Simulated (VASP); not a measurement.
Runs of VASP 6.6.1 on AgCl. The structure is that of space group P6_3/mmc (No. 194), or close to it. The cells are those of the table. 

| task | level | potentials or basis | cell | cutoff (eV) | smearing | gap on the mesh (eV) | pressure (GPa) | relaxed volume (Å³/atom) |
| --- | --- | --- | --- | --- | --- | --- | --- | --- |
| relaxation of cell and atoms | PBEsol | VASP PAW PBE potentials, release 64 (Ag, Cl) | relaxed from a = 4.515, b = 4.515, c = 5.975 Å, angles 90.0, 90.0, 120.0°, 4 atoms | 600 | fermi-dirac 0.02 eV | 1.19 | 0.0 | 24.03 |
| relaxation of cell and atoms | LDA | VASP PAW LDA potentials, release 64 (Ag, Cl) | relaxed from a = 4.515, b = 4.515, c = 5.975 Å, angles 90.0, 90.0, 120.0°, 4 atoms | 600 | fermi-dirac 0.02 eV | (b) | 0.0 | (a) |
| single point | PBEsol | VASP PAW PBE potentials, release 64 (Ag, Cl) | a = 4.427, b = 4.427, c = 5.664 Å, angles 90.0, 90.0, 120.0°, 4 atoms | 520 | fermi-dirac 0.02 eV | 1.19 | -0.1 | - |
| single point | PBE | VASP PAW PBE potentials, release 64 (Ag, Cl) | a = 4.518, b = 4.518, c = 5.723 Å, angles 90.0, 90.0, 120.0°, 4 atoms | 520 | fermi-dirac 0.02 eV | 1.36 | 1.1 | - |
| dielectric tensor | PBE | VASP PAW PBE potentials, release 64 (Ag, Cl) | a = 4.518, b = 4.518, c = 5.723 Å, angles 90.0, 90.0, 120.0°, 4 atoms | 520 | gaussian 0.01 eV | 1.36 | - | - |

Alike in all rows: no spin polarisation; k mesh 6 × 6 × 4.

Fill in the values left out.

(a) 22.76; (b) 1.05.

Caveats: the PAW data sets were made with another functional, which shifts forces and pressure a little (some runs).

A k mesh can miss the band edges, and the runs leave out spin-orbit coupling on Ag.
